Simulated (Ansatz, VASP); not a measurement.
One calculation of LiF, two programs

INCAR

```
SYSTEM = LiF
  PREC = Accurate
  ENCUT = 520
  EDIFF = 1E-7
  ISMEAR = 0
  SIGMA = 0.05
  LREAL = .FALSE.
  LASPH = .TRUE.
  NELM = 80
  ALGO = Normal
  ISIF = 2
  LWAVE = .FALSE.
  LCHARG = .FALSE.
  GGA = CA
  NBANDS = 18
```

File KPOINTS:

```
regular mesh
0
G
  9 9 6
  0 0 0
```

POSCAR

```
LiF
1.0
    3.0631065845      0.0000000000      0.0000000000
   -1.5315532922      2.6527281167      0.0000000000
    0.0000000000      0.0000000000      4.5591278403
Li F
2 2
Direct
    0.3333333333      0.6666666667      0.3933365971
    0.6666666667      0.3333333333      0.8933365971
    0.3333333333      0.6666666667      0.9910195924
    0.6666666667      0.3333333333      0.4910195924
```

Input for Ansatz:

```yaml
crystal:
  lattice:
    - [3.0631065845, 0.0, 0.0]
    - [-1.5315532922, 2.6527281167, 0.0]
    - [0.0, 0.0, 4.5591278403]
  atoms:
    - { symbol: Li, position: [0.3333333333, 0.6666666667, 0.3933365971] }
    - { symbol: Li, position: [0.6666666667, 0.3333333333, 0.8933365971] }
    - { symbol: F, position: [0.3333333333, 0.6666666667, 0.9910195924] }
    - { symbol: F, position: [0.6666666667, 0.3333333333, 0.4910195924] }
basis:
  ecutwfc: 520.0
kpoints:
  mp_grid: { grid: [9, 9, 6] }
hamiltonian:
  xc: lda
scf:
  occupations: { method: gaussian, width: 0.05 }
output:
  forces: true
  stress: true
  eigenvalues: true
  write_density: true
  write_potential: true
  elf: true
  volumetric_format: npy
```

Alike in both runs: task single point; functional LDA; k mesh 9 × 9 × 6; occupations gaussian, width 0.05 eV; no spin polarisation.

```csv
,VASP,Ansatz
version,VASP 6.6.1,Ansatz 0.2.0
potentials or method,"VASP PAW LDA potentials, release 64 (Li_sv, F), cutoff 520 eV","scalar-relativistic, plane waves, PAW"
valence electrons in the cell,20,20
```

|  | VASP | Ansatz | Ansatz less VASP |
| --- | --- | --- | --- |
| gap on the k mesh at the Fermi level (eV) | 7.74 | 7.75 | +0.015 |
| least direct gap on the mesh (eV) | 7.74 | 7.75 | +0.015 |
| rms of the force components (eV/Å) | 0.006 | 0.004 | -0.0021 |

LDA's correlation is that of Perdew and Zunger in VASP and of Perdew and Wang (1992) in Ansatz. Atom by atom the forces differ by 0.002 eV/Å (rms over components).

Noted on VASP's run: the cutoff is under 1.25 times that of the potentials, so the pressure is a little rough.
